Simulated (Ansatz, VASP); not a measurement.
Two plane-wave programs on Si7N

```
CELL_PARAMETERS angstrom
7.33415 0.00000 0.00000
-3.66708 6.35156 0.00000
0.00000 0.00000 5.92843
ATOMIC_POSITIONS crystal
Si 0.33333 0.66667 0.82186
Si 0.65542 0.82771 0.00261
Si 0.17229 0.82771 0.00261
Si 0.17229 0.34458 0.00261
Si 0.37291 0.18645 0.89941
Si 0.81355 0.62709 0.89941
Si 0.81355 0.18645 0.89941
Si 0.66667 0.33333 0.32186
Si 0.82771 0.65542 0.50261
Si 0.34458 0.17229 0.50261
Si 0.82771 0.17229 0.50261
Si 0.18645 0.37291 0.39941
Si 0.18645 0.81355 0.39941
Si 0.62709 0.81355 0.39941
N 0.33333 0.66667 0.50210
N 0.66667 0.33333 0.00210
```

Alike in both runs: functional PBE; k mesh 6 × 6 × 6; occupations gaussian, width 0.1 eV; no spin polarisation.

Ansatz relaxed the structure, and its values are those at the end. VASP's run is a single point on that final structure, the one shown.

|  | VASP | Ansatz |
| --- | --- | --- |
| version | VASP 6.6.1 | Ansatz 0.2.0 |
| potentials or method | VASP PAW PBE potentials, release 64 (Si, N), cutoff 520 eV | scalar-relativistic, plane waves, PAW |
| valence electrons in the cell | 66 | 66 |

Ansatz gave:

```
gap on the k mesh at the Fermi level (eV) : none
pressure (GPa)                            : 0.0
rms of the force components (eV/Å)        : 0.003
```

Question: What did VASP give for the same quantities?

Answer: gap on the k mesh at the Fermi level (eV): none; pressure (GPa): -0.1; rms of the force components (eV/Å): 0.006.

A gap of «none» marks a metal or a gap that the smearing closes.
